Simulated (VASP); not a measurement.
Write the native input for VASP 6.6.1 that does the following.

```yaml
Task: single point
Functional: PBE
Potentials_or_basis: VASP PAW PBE potentials, release 64 (B, P)
Cutoff: 520 eV
k_mesh: 6 × 6 × 6
Occupations: gaussian, width 0.01 eV
Spin: no spin polarisation
Dipole_correction: no
Further_INCAR_settings: ALGO = Normal; EDIFF = 1e-06; NBANDS = 11
```

The structure of BP lies in POSCAR:

```
BP
1.0
    0.0000000000      2.2683156689      2.3363651390
    2.2683156689      0.0000000000      2.3363651390
    2.2683156689      2.2683156689      0.0000000000
B P
1 1
Direct
    0.0000000000      0.0000000000      0.0000000000
    0.2500000000      0.2500000000      0.2500000000
```

This cell differs from its parent crystal: uniaxial z strain +3.0%.

One way to write it, as run:

INCAR

```
  PREC = Accurate
  ENCUT = 520
  EDIFF = 1E-6
  ISMEAR = 0
  SIGMA = 0.01
  LREAL = False
  LASPH = True
  NELM = 80
  ALGO = Normal
  ISIF = 2
  LWAVE = False
  LCHARG = False
  GGA = PE
  NBANDS = 11
```

KPOINTS

```
Automatic mesh
0
Gamma
  6 6 6
```

Potentials or basis: VASP PAW PBE potentials, release 64 (B, P).

Launch:

```bash
$ cat potpaw_PBE.64/B/POTCAR potpaw_PBE.64/P/POTCAR > POTCAR
$ mpirun -np 1 vasp_std > vasp.out
```

It gave:

```yaml
Pressure: -3.5 GPa
Band_gap_on_the_k_mesh: 1.18 eV, indirect (least direct gap 3.21 eV)
```

Caveat: the cell differs from its parent crystal (uniaxial z strain +3.0%).

Wall time 5.2 s on 1 thread of AMD EPYC 7R13 Processor (Zen 3) (shared host), peak memory 0.1 GiB.
